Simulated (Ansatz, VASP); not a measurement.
# SiO2 in VASP and in Ansatz

The input INCAR:

```
SYSTEM = SiO2
PREC = Accurate
ENCUT = 910
EDIFF = 1E-6
ISMEAR = 0
SIGMA = 0.05
LREAL = .False.
LASPH = .True.
NELM = 120
ALGO = Normal
ISIF = 2
LWAVE = .False.
LCHARG = .False.
NBANDS = 25
GGA_COMPAT = .False.
```

The input KPOINTS:

```
Automatic mesh
0
Gamma
  6 6 8
  0 0 0
```

Contents of POSCAR:

```
SiO2
1.0
    4.2299000000      0.0000000000      0.0000000000
    0.0000000000      4.2299000000      0.0000000000
    0.0000000000      0.0000000000      2.4058000000
Si O
2 4
Direct
    0.5000000000      0.5000000000      0.5000000000
    0.0000000000      0.0000000000      0.0000000000
    0.6944252994      0.6944252994      0.0000000000
    0.1944252994      0.8055747006      0.5000000000
    0.3055747006      0.3055747006      0.0000000000
    0.8055747006      0.1944252994      0.5000000000
```

Input for Ansatz:

```yaml
crystal:
  lattice:
    - [4.2299, 0.0, 0.0]
    - [0.0, 4.2299, 0.0]
    - [0.0, 0.0, 2.4058]
  atoms:
    - { symbol: Si, position: [0.5, 0.5, 0.5] }
    - { symbol: Si, position: [0.0, 0.0, 0.0] }
    - { symbol: O, position: [0.6944252994, 0.6944252994, 0.0] }
    - { symbol: O, position: [0.1944252994, 0.8055747006, 0.5] }
    - { symbol: O, position: [0.3055747006, 0.3055747006, 0.0] }
    - { symbol: O, position: [0.8055747006, 0.1944252994, 0.5] }
basis:
  ecutwfc: 520.0
kpoints:
  mp_grid: { grid: [6, 6, 8] }
hamiltonian:
  xc: lda
  pseudopotentials: { kind: paw, azcp: { folder: soft_1 } }
scf:
  occupations: { method: gaussian, width: 0.05 }
output:
  forces: true
  stress: true
  eigenvalues: true
```

Alike in both runs: task single point; functional LDA; k mesh 6 × 6 × 8; occupations gaussian, width 0.05 eV; no spin polarisation.

```csv
,VASP,Ansatz
version,VASP 6.6.1,Ansatz 0.2.0
potentials or method,"VASP PAW LDA potentials, release 64 (Si, O_h), cutoff 910 eV","scalar-relativistic, plane waves, PAW"
valence electrons in the cell,32,32
```

Ansatz gave:

```
gap on the k mesh at the Fermi level (eV) : 7.11
least direct gap on the mesh (eV)         : 7.11
rms of the force components (eV/Å)        : 0.025
```

Question: Estimate VASP's values.

Answer: gap on the k mesh at the Fermi level (eV): 7.12; least direct gap on the mesh (eV): 7.12; rms of the force components (eV/Å): 0.047.

Ansatz warns that its potentials were made for another functional, while VASP's fit it. LDA's correlation is that of Perdew and Zunger in VASP and of Perdew and Wang (1992) in Ansatz. Atom by atom the forces differ by 0.022 eV/Å (rms over components).

Noted on VASP's run: the cutoff is short for stress, so the pressure is rough.
